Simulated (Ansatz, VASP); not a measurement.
## MoS2: VASP beside Ansatz

File INCAR:

```
SYSTEM = MoS2
PREC = Accurate ; ENCUT = 520
EDIFF = 1E-6 ; ISMEAR = 0
SIGMA = 0.05 ; LREAL = .False.
LASPH = .True. ; NELM = 80
ALGO = Normal ; ISIF = 2
LWAVE = .False. ; LCHARG = .True.
GGA = PE ; IVDW = 12
LELF = .True. ; LVHAR = .True.
NBANDS = 35
```

File KPOINTS:

```
Automatic mesh
0
Gamma
  12 12 4
  0 0 0
```

Contents of POSCAR:

```
MoS2
1.0
    3.0234000000      0.0000000000      0.0000000000
   -1.5117000000      2.6183412058      0.0000000000
    0.0000000000      0.0000000000     12.5312000000
Mo S
2 4
Direct
    0.6666666667      0.3333333333      0.2501439769
    0.3333333333      0.6666666667      0.7498560231
    0.3333333333      0.6666666667      0.3795985159
    0.6666666667      0.3333333333      0.8793132861
    0.3333333333      0.6666666667      0.1206867139
    0.6666666667      0.3333333333      0.6204014841
```

Input for Ansatz:

```yaml
crystal:
  lattice:
    - [3.0234, 0.0, 0.0]
    - [-1.5117, 2.6183412058, 0.0]
    - [0.0, 0.0, 12.5312]
  atoms:
    - { symbol: Mo, position: [0.6666666667, 0.3333333333, 0.2501439769] }
    - { symbol: Mo, position: [0.3333333333, 0.6666666667, 0.7498560231] }
    - { symbol: S, position: [0.3333333333, 0.6666666667, 0.3795985159] }
    - { symbol: S, position: [0.6666666667, 0.3333333333, 0.8793132861] }
    - { symbol: S, position: [0.3333333333, 0.6666666667, 0.1206867139] }
    - { symbol: S, position: [0.6666666667, 0.3333333333, 0.6204014841] }
basis:
  ecutwfc: 420
kpoints:
  mp_grid: { grid: [12, 12, 4] }
hamiltonian:
  xc: pbe
  pseudopotentials: { kind: paw, azcp: { folder: soft_1 } }
  dispersion: d3bj
scf:
  occupations: { method: gaussian, width: 0.05 }
output:
  forces: true
  stress: true
  eigenvalues: true
```

Alike in both runs: task single point; functional PBE; dispersion D3(BJ); k mesh 12 × 12 × 4; occupations gaussian, width 0.05 eV; no spin polarisation.

```csv
,VASP,Ansatz
version,VASP 6.6.1,Ansatz 0.2.0
potentials or method,"VASP PAW PBE potentials, release 64 (Mo_sv, S), cutoff 520 eV","scalar-relativistic, plane waves, PAW"
valence electrons in the cell,52,52
```

|  | VASP | Ansatz | Ansatz less VASP |
| --- | --- | --- | --- |
| gap on the k mesh at the Fermi level (eV) | 1.09 | 1.07 | -0.013 |
| least direct gap on the mesh (eV) | 1.99 | 1.99 | -0.005 |
| pressure (GPa) | 6.9 | 7.1 | +0.17 |
| traceless stress, the component that is largest in VASP (GPa) | -9.96 | -9.87 | +0.082 |
| rms of the force components (eV/Å) | 0.084 | 0.077 | -0.0070 |

Atom by atom the forces differ by 0.007 eV/Å (rms over components).
